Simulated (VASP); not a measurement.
# BN (P3m1) in VASP: further runs, part 2 of 2

VASP 6.6.1. The steps go on from the part before.

## (3) Single point, PBE+D3(BJ) (atom 3 (N) moved by (+0.000, -0.300) A along y and z)

INCAR reads:

```
PREC = Accurate
ENCUT = 520
EDIFF = 1E-6
ISMEAR = 0
SIGMA = 0.05
LREAL = F
LASPH = T
NELM = 100
ALGO = Normal
ISIF = 2
LWAVE = F
LCHARG = F
GGA = PE
IVDW = 12
NBANDS = 16
```

KPOINTS reads:

```
regular mesh
0
Gamma
  12 12 4
```

POSCAR reads:

```
BN
1.0
    2.5064381059      0.0000000000      0.0000000000
   -1.2532190530      2.1706390727      0.0000000000
    0.0000000000      0.0000000000      6.6168468515
B N
2 2
Direct
    0.3333333333      0.6666666667      0.2500000000
    0.6666666667      0.3333333333      0.7500000000
    0.3333333333      0.6666666667      0.7046611843
    0.6666666667      0.3333333333      0.2500000000
```

Potentials or basis: VASP PAW PBE potentials, release 64 (B, N).

The run is started by

```
$ cat potpaw_PBE.64/B/POTCAR potpaw_PBE.64/N/POTCAR > POTCAR
$ mpirun -np 1 vasp_std > vasp.out
```

OUTCAR:

```text
PREC = Accurate
   ENCUT = 520
   EDIFF = 1E-6
   ISMEAR = 0
   LREAL = F
   LASPH = T
   NELM = 100
   ISIF = 2
   GGA = PE
   IVDW = 12
 IVDW          = 12

 ion  position               nearest neighbor table
   1  0.333  0.667  0.250-   4 1.45   4 1.45   4 1.45
   2  0.667  0.333  0.750-   3 1.48   3 1.48   3 1.48
   3  0.333  0.667  0.705-   2 1.48   2 1.48   2 1.48
   4  0.667  0.333  0.250-   1 1.45   1 1.45   1 1.45

  LATTYP: Found a hexagonal cell.
 ALAT       =     2.5064381059
 C/A-ratio  =     2.6399402546

  Lattice vectors:

 A1 = (   2.5064381059,   0.0000000000,   0.0000000000)
 A2 = (  -1.2532190530,   2.1706390727,   0.0000000000)
 A3 = (   0.0000000000,   0.0000000000,   6.6168468515)

Analysis of symmetry for initial positions (statically):
=====================================================================
 Subroutine PRICEL returns:
 Original cell was already a primitive cell.

 Routine SETGRP: Setting up the symmetry group for a
 hexagonal supercell.

 Subroutine GETGRP returns: Found  6 space group operations
 (whereof  6 operations were pure point group operations)
 out of a pool of 24 trial point group operations.

The static configuration has the point symmetry C_3v.

Analysis of symmetry for dynamics (positions and initial velocities):
=====================================================================
 Subroutine PRICEL returns:
 Original cell was already a primitive cell.

 Routine SETGRP: Setting up the symmetry group for a
 hexagonal supercell.

 Subroutine GETGRP returns: Found  6 space group operations
 (whereof  6 operations were pure point group operations)
 out of a pool of 24 trial point group operations.

The dynamic configuration has the point symmetry C_3v.

 Subroutine INISYM returns: Found  6 space group operations
 (whereof  6 operations are pure point group operations),
 and found     1 'primitive' translations

----------------------------------------------------------------------------------------

                                     Primitive cell

  volume of cell :      35.9994

  direct lattice vectors                    reciprocal lattice vectors
     2.506438106  0.000000000  0.000000000     0.398972549  0.230346909  0.000000000
    -1.253219053  2.170639073  0.000000000     0.000000000  0.460693817  0.000000000
     0.000000000  0.000000000  6.616846852     0.000000000  0.000000000  0.151129386

  length of vectors
     2.506438106  2.506438106  6.616846852     0.460693817  0.460693817  0.151129386

  position of ions in fractional coordinates (direct lattice)
     0.333333333  0.666666667  0.250000000
     0.666666667  0.333333333  0.750000000
     0.333333333  0.666666667  0.704661184
     0.666666667  0.333333333  0.250000000

  ion indices of the primitive-cell ions
   primitive index   ion index
                 1           1
                 2           2
                 3           3
                 4           4

----------------------------------------------------------------------------------------

 KPOINTS: regular mesh

Automatic generation of k-mesh.
 Grid dimensions read from file:
 generate k-points for:   12   12    4

 Generating k-lattice:

  Cartesian coordinates                     Fractional coordinates (reciprocal lattice)
     0.033247712  0.019195576  0.000000000     0.083333333  0.000000000  0.000000000
     0.000000000  0.038391151  0.000000000     0.000000000  0.083333333  0.000000000
     0.000000000  0.000000000  0.037782346     0.000000000  0.000000000  0.250000000

  Length of vectors
     0.038391151  0.038391151  0.037782346

  Shift w.r.t. Gamma in fractional coordinates (k-lattice)
     0.000000000  0.000000000  0.000000000

 Subroutine IBZKPT returns following result:
 ===========================================

 Found     69 irreducible k-points:

 Following reciprocal coordinates:
            Coordinates               Weight
  0.000000  0.000000  0.000000      1.000000
  0.083333 -0.000000  0.000000      6.000000
  0.166667  0.000000  0.000000      6.000000
  0.250000  0.000000  0.000000      6.000000
  0.333333  0.000000  0.000000      6.000000
  0.416667  0.000000  0.000000      6.000000
[... 16 lines left out ...]
  0.166667  0.000000  0.250000      6.000000
  0.000000  0.166667  0.250000      6.000000
 [... further k-points ...]
   k-points           NKPTS =     69   k-points in BZ     NKDIM =     69   number of bands    NBANDS=     16
   number of dos      NEDOS =    301   number of ions     NIONS =      4
   total plane-waves  NPLWV =  20000
   dimension x,y,z NGX =    20 NGY =   20 NGZ =   50
   dimension x,y,z NGXF=    40 NGYF=   40 NGZF=  100
   ions per type =               2   2
   NGX,Y,Z   is equivalent  to a cutoff of  13.27, 13.27, 12.56 a.u.
   NGXF,Y,Z  is equivalent  to a cutoff of  26.53, 26.53, 25.12 a.u.
 SYSTEM =  unknown system
   PREC   = accura    normal or accurate (medium, high low for compatibility)
   ISTART =      0    job   : 0-new  1-cont  2-samecut
   ICHARG =      2    charge: 1-file 2-atom 10-const
   ISPIN  =      1    spin polarized calculation?
   LNONCOLLINEAR =      F non collinear calculations
   LSORBIT =      F    spin-orbit coupling
   LASPH  =      T    aspherical Exc in radial PAW
   ENCUT  =  520.0 eV  38.22 Ry    6.18 a.u.   4.66  4.66 12.30*2*pi/ulx,y,z
   NELM   =    100;   NELMIN=  2; NELMDL= -5     # of ELM steps
   EDIFF  = 0.1E-05   stopping-criterion for ELM
   LREAL  =      F    real-space projection
   EDIFFG = 0.1E-04   stopping-criterion for IOM
   NSW    =      0    number of steps for IOM
   IBRION =     -1    ionic relax: 0-MD 1-quasi-New 2-CG
   NFREE  =      0    steps in history (QN), initial steepest desc. (CG)
   ISIF   =      2    stress and relaxation
   ISYM   =      2    0-nonsym 1-usesym 2-fastsym
   POTIM  = 0.5000    time-step for ionic-motion
   TEBEG  =    0.0;   TEEND  =   0.0 temperature during run
   PSTRESS=    0.0 pullay stress
   NELECT =      16.0000    total number of electrons
   NUPDOWN=      -1.0000    fix difference up-down
   EMIN   =  10.00;   EMAX   =-10.00  energy-range for DOS
   EFERMI =   0.00;   METHOD = LEGACY
   ISMEAR =     0;   SIGMA  =   0.05  broadening in eV -4-tet -1-fermi 0-gaus
   EFERMI_NEDOS =   21; number of points for ismear=-14 and -15
   IALGO  =     38    algorithm
   IMIX   =      4    mixing-type and parameters
     AMIX     =   0.40;   BMIX     =  1.00
     AMIX_MAG =   1.60;   BMIX_MAG =  1.00
  volume/ion in A,a.u.               =       9.00        60.73
  Fermi-wavevector in a.u.,A,eV,Ry     =   1.249347  2.360923 21.236883  1.560867
  Thomas-Fermi vector in A             =   2.383391
   LORBIT       =      0    0 simple, 1 ext, 2 COOP (PROOUT), +10 PAW based schemes
   GGA     = PE    functional components
   LHFCALC =     F    Hartree Fock is set to
   AEXX    =    0.0000 exact exchange contribution
   IVDW    =    12    specifies the selected vdW correction
   LEPSILON=     F    determine dielectric tensor
   LRPA    =     F    only Hartree local field effects (RPA)
 non-spin polarized calculation
 Gauss-broadening in eV      SIGMA  =   0.05
  energy-cutoff  :      520.00
  volume of cell :       36.00
 maximum number of plane-waves:       992
 NGX is ok and might be reduce to    20
   NGX =  9   NGY =  9   NGZ = 25

 number of electron      15.9999999 magnetization

 Free energy of the ion-electron system (eV)
  ---------------------------------------------------
  ext. energy  EPLUGINS =         0.00000000
  ---------------------------------------------------
  free energy    TOTEN  =       -34.53158487 eV

  energy without entropy =      -34.53158487  energy(sigma->0) =      -34.53158487

 E-fermi :   2.6208     XC(G=0): -10.1497

 val. band max:        2.3469480595   @ k =   0.3333   0.3333   0.5000
 cond. band min:       6.1595313565   @ k =   0.5000   0.0000   0.0000
 fundamental gap:      3.8125832970
 Fermi energy:         2.6208422969

 k-point     1 :       0.0000    0.0000    0.0000
  band No.  band energies     occupation
      1     -15.3963      2.00000
      2     -15.0349      2.00000
      3      -3.9151      2.00000
      4      -1.5753      2.00000
      5       1.0325      2.00000
      6       1.0325      2.00000
[... 433 lines left out ...]
      3      -2.9279      2.00000
      4      -1.3907      2.00000
      5      -0.9185      2.00000
      6      -0.4249      2.00000
[... 8 lines left out ...]
     15      16.1425      0.00000
     16      16.2519      0.00000

 [... further k-points ...]

------------------------ aborting loop because EDIFF is reached ----------------------------------------

 Edisp (eV)   -0.56735

 E8    (eV) :    -0.1664

  FORCE on cell =-STRESS in cart. coord.  units (eV):
  Direction    XX          YY          ZZ          XY          YZ          ZX
  --------------------------------------------------------------------------------------
  -------------------------------------------------------------------------------------
  Total      -0.19918    -0.19918    -1.34255     0.00000     0.00000     0.00000
  in kB      -8.86475    -8.86475   -59.75118     0.00000     0.00000     0.00000
  external pressure =      -25.83 kB  Pullay stress =        0.00 kB

 VOLUME and BASIS-vectors are now :
 -----------------------------------------------------------------------------
  energy-cutoff  :      520.00
  volume of cell :       36.00
      direct lattice vectors                 reciprocal lattice vectors
     2.506438106  0.000000000  0.000000000     0.398972549  0.230346909  0.000000000
    -1.253219053  2.170639073  0.000000000     0.000000000  0.460693817  0.000000000
     0.000000000  0.000000000  6.616846852     0.000000000  0.000000000  0.151129386

 POSITION                                       TOTAL-FORCE (eV/Angst)
 -----------------------------------------------------------------------------------
     -0.00000      1.44709      1.65421        -0.000000      0.000000      0.222619
      1.25322      0.72355      4.96264         0.000000     -0.000000     -4.024202
     -0.00000      1.44709      4.66264         0.000000     -0.000000      4.161309
      1.25322      0.72355      1.65421         0.000000      0.000000     -0.359726
 -----------------------------------------------------------------------------------
    total drift:                               -0.000000      0.000000     -0.001004

  FREE ENERGIE OF THE ION-ELECTRON SYSTEM (eV)
  ---------------------------------------------------
  free  energy   TOTEN  =       -35.0989376395 eV

  energy  without entropy=      -35.0989376395  energy(sigma->0) =      -35.09893764
```

OSZICAR:

```text
N       E                     dE             d eps       ncg     rms          rms(c)
DAV:   1     0.509489487234E+02    0.50949E+02   -0.79268E+03  2208   0.922E+02
DAV:   2    -0.346449466422E+02   -0.85594E+02   -0.77812E+02  3000   0.221E+02
DAV:   3    -0.379989528005E+02   -0.33540E+01   -0.33383E+01  2920   0.444E+01
DAV:   4    -0.380204786104E+02   -0.21526E-01   -0.21521E-01  2712   0.391E+00
DAV:   5    -0.380206764588E+02   -0.19785E-03   -0.19785E-03  2888   0.359E-01    0.111E+01
DAV:   6    -0.348610437142E+02    0.31596E+01   -0.50806E+00  2928   0.176E+01    0.494E+00
DAV:   7    -0.346149135154E+02    0.24613E+00   -0.54402E-01  3136   0.546E+00    0.314E+00
DAV:   8    -0.345339256362E+02    0.80988E-01   -0.23588E-01  3024   0.323E+00    0.436E-01
DAV:   9    -0.345306750092E+02    0.32506E-02   -0.13651E-02  2616   0.992E-01    0.204E-01
DAV:  10    -0.345314736310E+02   -0.79862E-03   -0.12087E-03  2648   0.288E-01    0.351E-02
DAV:  11    -0.345315511929E+02   -0.77562E-04   -0.55919E-05  3008   0.590E-02    0.226E-02
DAV:  12    -0.345315845684E+02   -0.33376E-04   -0.39359E-05  2512   0.398E-02    0.413E-03
DAV:  13    -0.345315848674E+02   -0.29892E-06   -0.67843E-07  2704   0.726E-03
   1 F= -.35098938E+02 E0= -.35098938E+02  d E =-.910203E-17
```

Run time: 33 s. Hardware: 1 thread of Intel Xeon Platinum 8259CL at 2.50GHz (Skylake/Cascade Lake), shared host; peak memory 0.18 GiB.

Results:

```yaml
Free_energy: -35.0989 eV
Pressure: -2.6 GPa
Largest_force: 4.161 eV/Å
Band_gap_on_the_k_mesh: 3.81 eV, indirect (least direct gap 4.15 eV)
Dispersion_energy_per_atom: -0.142 eV
```

Forces on the atoms (eV/Å):
```
B    0.000  0.000  0.223
B    0.000  0.000 -4.024
N    0.000  0.000  4.161
N    0.000  0.000 -0.360
```

Stress tensor (GPa, compression positive):
```
-0.89  0.00  0.00
 0.00 -0.89  0.00
 0.00  0.00 -5.98
```

Caveat: the cell differs from its parent crystal (atom 3 (N) moved by (+0.000, -0.300) A along y and z); forces of over 1 eV/Å act on the atoms, so gaps and moduli don't describe the material at rest.
